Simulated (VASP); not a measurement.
Input of a VASP 6.6.1 run:

Contents of INCAR:

```
PREC = Accurate ; ENCUT = 520
EDIFF = 1E-6 ; ISMEAR = 0
SIGMA = 0.15 ; LREAL = False
LASPH = True ; NELM = 80
ALGO = Fast ; ISIF = 2
LWAVE = False ; LCHARG = True
GGA = PE ; LELF = True
LVHAR = True ; NBANDS = 12
```

Contents of KPOINTS:

```
Automatic mesh
0
Gamma
  22 22 22
```

POSCAR

```
Zn
1.0
    0.2781737261      2.1799995655      2.1799995655
    2.1799995655      0.2781737261      2.1799995655
    2.1799995655      2.1799995655      0.2781737261
Zn
1
Direct
    0.0000000000      0.0000000000      0.0000000000
```

Potentials or basis: VASP PAW PBE potentials, release 64 (Zn).

Command:

```bash
$ cat potpaw_PBE.64/Zn/POTCAR > POTCAR
$ mpirun -np 1 vasp_std > vasp.out
```

Problem. What does it give for the pressure?

Solution. -4.1 GPa.

Problem. Predict the band gap on the k mesh.

Solution. Zero (bands 6 and 7 overlap by 5.07 eV).

Stress tensor (GPa, compression positive):
```
-4.13  0.46  0.46
 0.46 -4.13  0.46
 0.46  0.46 -4.13
```

Caveat: the cell stands under tension.
